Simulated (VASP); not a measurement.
**Sb: relaxation of cell and atoms with PBEsol**

The system is Sb.

```
Sb
1.0
     0.00000    2.35798    2.35798
     2.35798    0.00000    2.35798
     2.35798    2.35798    0.00000
Sb
1
Direct
  0.00000 0.00000 0.00000
```

| Item | Value |
| --- | --- |
| Program | VASP 6.6.1 |
| Task | relaxation of cell and atoms |
| Functional | PBEsol |
| Potentials or basis | VASP PAW PBE potentials, release 64 (Sb) |
| Cutoff | 600 eV |
| k mesh | 16 × 16 × 16 |
| Occupations | gaussian, width 0.1 eV |
| Spin | no spin polarisation |
| Dipole correction | no |
| Further INCAR settings | ALGO = Normal; EDIFF = 1e-06; IBRION = 2; EDIFFG = -0.01; NSW = 80; ISIF = 3 |

```json
{
 "Relaxed volume": "26.17 Å³/atom",
 "Relaxed cell": "a = 3.332 Å, b = 3.332 Å, c = 3.332 Å, α = 60.00°, β = 60.00°, γ = 60.00°",
 "Space group after relaxing (to 0.05 Å)": "Fm-3m (No. 225)",
 "Energy gained by relaxing": "0.0 meV/atom",
 "Ionic steps": "3",
 "Pressure after relaxing": "0.0 GPa"
}
```

Final structure:
```
Sb
1.0
     0.00000    2.35640    2.35640
     2.35640    0.00000    2.35640
     2.35640    2.35640    0.00000
Sb
1
Direct
  0.00000 0.00000 0.00000
```

Levels at points of the mesh, in eV from the Fermi level:
```
           k point  band 1  band 2  band 3  band 4  band 5  band 6
(0.00, 0.00, 0.00)  -13.14    5.55    5.55    5.55   10.11   10.11
(0.50, 0.00, 0.00)   -9.22   -5.99    3.79    3.79    8.40    9.22
(0.50, 0.50, 0.00)   -7.52   -5.06    0.41    0.41    4.18    4.63
```

Run time: 15 s on 1 thread of Intel(R) Xeon(R) 6975P-C (Granite Rapids), on a shared host, peak memory 0.17 GiB.

Caveat: the PAW data sets were made with another functional, which shifts forces and pressure a little; spin-orbit coupling is left out, which moves the levels of the heavy elements.
